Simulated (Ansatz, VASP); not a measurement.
## One calculation of Re, two programs

File INCAR:

```
SYSTEM = Re
ALGO     = Normal         ! electronic algorithm
EDIFF    = 1E-6           ! SCF threshold, eV
ENCUT    = 520            ! plane-wave cutoff, eV
GGA      = RE             ! functional
ISIF     = 2              ! what is computed and relaxed
ISMEAR   = -1             ! smearing method
LASPH    = .TRUE.         ! aspherical terms in the spheres
LCHARG   = .FALSE.        ! write CHGCAR
LREAL    = .FALSE.        ! projectors in reciprocal space
LWAVE    = .FALSE.        ! write WAVECAR
NBANDS   = 14             ! bands
NELM     = 80             ! most SCF steps
PREC     = Accurate       ! precision mode
SIGMA    = 0.1            ! smearing width, eV
```

Contents of KPOINTS:

```
k-points
0
G
  21 21 12
  0 0 0
```

The input POSCAR:

```
Re
1.0
    2.7461575877      0.0000000000      0.0000000000
   -1.3730787938      2.3782422337      0.0000000000
    0.0000000000      0.0000000000      4.4301695161
Re
2
Direct
    0.3333333333      0.6666666667      0.2500000000
    0.6666666667      0.3333333333      0.7500000000
```

Input for Ansatz:

```yaml
crystal:
  lattice:
    - [2.746157588, 0.0, 0.0]
    - [-1.373078794, 2.378242234, 0.0]
    - [0.0, 0.0, 4.4301695147]
  atoms:
    - { symbol: Re, position: [0.3333333333, 0.6666666667, 0.25] }
    - { symbol: Re, position: [0.6666666667, 0.3333333333, 0.75] }
hamiltonian:
  xc: revpbe
  pseudopotentials:
    kind: paw
    azcp:
      Re: "pseudopotentials/Re.paw.azcp"
basis:
  ecutwfc: 420
  fft_grid_basis: typed
kpoints:
  mp_grid: { grid: [21, 21, 12], shift: [0, 0, 0] }
magnetization:
  spin_polarized: false
scf:
  occupations: { method: fermi_dirac, width: 0.1 }
output:
  stress: true
```

Alike in both runs: task single point; functional revPBE; k mesh 21 × 21 × 12; occupations fermi-dirac, width 0.1 eV; no spin polarisation.

```csv
,VASP,Ansatz
version,VASP 6.6.1,Ansatz 0.2.0
potentials or method,"VASP PAW PBE potentials, release 64 (Re), cutoff 520 eV","plane waves (420 eV) with PAW, scalar-relativistic"
valence electrons in the cell,14,30
```

|  | VASP | Ansatz | Ansatz less VASP |
| --- | --- | --- | --- |
| pressure (GPa) | 15.5 | 15.9 | +0.41 |
| traceless stress, the component that is largest in VASP (GPa) | 0.11 | 0.24 | +0.130 |

VASP's potentials were made for PBE, not for revPBE. VASP's potentials hold 14 valence electrons a cell and Ansatz's 30, so a difference there can come from the potentials and not from the codes.

Spin-orbit coupling is off throughout.
